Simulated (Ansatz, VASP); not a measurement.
As in VASP and in Ansatz

File INCAR:

```
ALGO     = Normal         # electronic algorithm
DIPOL    = 0.5 0.5 0.500
EDIFF    = 1E-6           # SCF threshold, eV
ENCUT    = 520            # plane-wave cutoff, eV
GGA      = PE             # functional
IDIPOL   = 3            
ISIF     = 2              # what is computed and relaxed
ISMEAR   = 0              # smearing method
IVDW     = 12             # dispersion correction
LASPH    = True           # aspherical terms in the spheres
LCHARG   = False          # write CHGCAR
LDIPOL   = True         
LREAL    = False          # projectors in reciprocal space
LWAVE    = False          # write WAVECAR
NBANDS   = 12             # bands
NELM     = 60             # most SCF steps
PREC     = Accurate       # precision mode
SIGMA    = 0.02           # smearing width, eV
```

File KPOINTS:

```
k-points
0
Gamma
  9 9 1
```

Contents of POSCAR:

```
As
1.0
    3.5780000000      0.0000000000      0.0000000000
   -1.7890000000      3.0986388948      0.0000000000
    0.0000000000      0.0000000000     28.5742413766
As
2
Direct
    0.3333333333      0.6666666667      0.4738050788
    0.6666666667      0.3333333333      0.5261949212
```

Input for Ansatz:

```yaml
crystal:
  lattice:
    - [3.578, 0.0, 0.0]
    - [-1.789, 3.0986388948, 0.0]
    - [0.0, 0.0, 28.5742413766]
  atoms:
    - { symbol: As, position: [0.3333333333, 0.6666666667, 0.4738050788] }
    - { symbol: As, position: [0.6666666667, 0.3333333333, 0.5261949212] }
  periodic: [true, true, false]
basis:
  ecutwfc: 420
kpoints:
  mp_grid: { grid: [9, 9, 1] }
hamiltonian:
  xc: pbe
  dispersion: d3bj
scf:
  occupations: { method: gaussian, width: 0.02 }
output:
  forces: true
  stress: true
  eigenvalues: true
```

Alike in both runs: task single point; functional PBE; dispersion D3(BJ); k mesh 9 × 9 × 1; occupations gaussian, width 0.02 eV; no spin polarisation.

|  | VASP | Ansatz |
| --- | --- | --- |
| version | VASP 6.6.1 | Ansatz 0.2.0 |
| potentials or method | VASP PAW PBE potentials, release 64 (As), cutoff 520 eV | scalar-relativistic, plane waves, PAW |
| valence electrons in the cell | 10 | 30 |

Ansatz gave:

| Property | Result |
| --- | --- |
| gap on the k mesh at the Fermi level (eV) | 1.12 |
| least direct gap on the mesh (eV) | 1.86 |
| rms of the force components (eV/Å) | 0.710 |

Q: Which values does VASP return?

A: gap on the k mesh at the Fermi level (eV): 1.12; least direct gap on the mesh (eV): 1.85; rms of the force components (eV/Å): 0.673.

Atom by atom the forces differ by 0.037 eV/Å (rms over components). VASP's potentials hold 10 valence electrons a cell and Ansatz's 30, so a difference there can come from the potentials and not from the codes.
